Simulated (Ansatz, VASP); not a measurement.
## Two plane-wave programs on MgO

```
CELL_PARAMETERS angstrom
0.00000 2.13515 2.13515
2.13515 0.00000 2.13515
2.13515 2.13515 0.00000
ATOMIC_POSITIONS crystal
Mg 0.07025 0.07025 0.92975
O 0.50000 0.50000 0.50000
```

Change from the starting cell: all Mg atoms moved -0.300 Å, as atom 1 towards its neighbour atom 2 (O) at 2.135 Å.

Alike in both runs: task single point; functional LDA; k mesh 6 × 6 × 6; occupations gaussian, width 0.05 eV; no spin polarisation.

|  | VASP | Ansatz |
| --- | --- | --- |
| version | VASP 6.6.1 | Ansatz 0.2.0 |
| potentials or method | VASP PAW LDA potentials, release 64 (Mg, O), cutoff 600 eV | scalar-relativistic, plane waves, PAW |
| valence electrons in the cell | 8 | 16 |

|  | VASP | Ansatz | Ansatz less VASP |
| --- | --- | --- | --- |
| gap on the k mesh at the Fermi level (eV) | 4.25 | 4.25 | -0.004 |
| least direct gap on the mesh (eV) | 4.25 | 4.25 | -0.004 |
| pressure (GPa) | -4.8 | -3.2 | +1.60 |
| traceless stress, the component that is largest in VASP (GPa) | 19.67 | 19.11 | -0.555 |
| rms of the force components (eV/Å) | 1.283 | 1.241 | -0.0417 |

LDA's correlation is that of Perdew and Zunger in VASP and of Perdew and Wang (1992) in Ansatz. Atom by atom the forces differ by 0.042 eV/Å (rms over components). VASP's potentials hold 8 valence electrons a cell and Ansatz's 16, so a difference there can come from the potentials and not from the codes.

The k mesh is coarse, so the values compare programs but aren't converged.
